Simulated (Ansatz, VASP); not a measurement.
# Al2Cu: VASP beside Ansatz

The input INCAR:

```
SYSTEM = Al2Cu
ALGO = Fast
EDIFF = 1E-6
ENCUT = 520
GGA = PE
ISIF = 2
ISMEAR = 0
LASPH = .True.
LCHARG = .False.
LREAL = .False.
LWAVE = .False.
NBANDS = 26
NELM = 80
PREC = Accurate
SIGMA = 0.15
```

KPOINTS

```
k-points
0
Gamma
  14 14 14
  0 0 0
```

POSCAR

```
Al2Cu
1.0
   -2.8477527604      2.8477527604      2.7571799929
    2.8477527604     -2.8477527604      2.7571799929
    2.8477527604      2.8477527604     -2.7571799929
Al Cu
4 2
Direct
    0.1587211841      0.6587211841      0.8174423682
    0.6587211841      0.8412788159      0.5000000000
    0.8412788159      0.3412788159      0.1825576318
    0.3412788159      0.1587211841      0.5000000000
    0.7500000000      0.7500000000      0.0000000000
    0.2500000000      0.2500000000      0.0000000000
```

Input for Ansatz:

```yaml
crystal:
  lattice:
    - [-2.8477527604, 2.8477527604, 2.7571799929]
    - [2.8477527604, -2.8477527604, 2.7571799929]
    - [2.8477527604, 2.8477527604, -2.7571799929]
  atoms:
    - { symbol: Al, position: [0.1587211841, 0.6587211841, 0.8174423682] }
    - { symbol: Al, position: [0.6587211841, 0.8412788159, 0.5] }
    - { symbol: Al, position: [0.8412788159, 0.3412788159, 0.1825576318] }
    - { symbol: Al, position: [0.3412788159, 0.1587211841, 0.5] }
    - { symbol: Cu, position: [0.75, 0.75, 0.0] }
    - { symbol: Cu, position: [0.25, 0.25, 0.0] }
basis:
  ecutwfc: 420
kpoints:
  mp_grid: { grid: [14, 14, 14] }
hamiltonian:
  xc: pbe
scf:
  occupations: { method: gaussian, width: 0.15 }
output:
  forces: true
  stress: true
  eigenvalues: true
```

Alike in both runs: task single point; functional PBE; k mesh 14 × 14 × 14; occupations gaussian, width 0.15 eV; no spin polarisation.

```csv
,VASP,Ansatz
version,VASP 6.6.1,Ansatz 0.2.0
potentials or method,"VASP PAW PBE potentials, release 64 (Al, Cu), cutoff 520 eV","scalar-relativistic, plane waves, PAW"
valence electrons in the cell,34,50
```

Ansatz gave:

* gap on the k mesh at the Fermi level (eV): none
* pressure (GPa): 2.3
* traceless stress, the component that is largest in VASP (GPa): -8.64
* rms of the force components (eV/Å): 0.334

Problem. What did VASP give for the same quantities?

Solution. gap on the k mesh at the Fermi level (eV): none; pressure (GPa): 2.4; traceless stress, the component that is largest in VASP (GPa): -8.57; rms of the force components (eV/Å): 0.331.

Atom by atom the forces differ by 0.003 eV/Å (rms over components). A gap of «none» marks a metal or a gap that the smearing closes. VASP's potentials hold 34 valence electrons a cell and Ansatz's 50, so a difference there can come from the potentials and not from the codes.
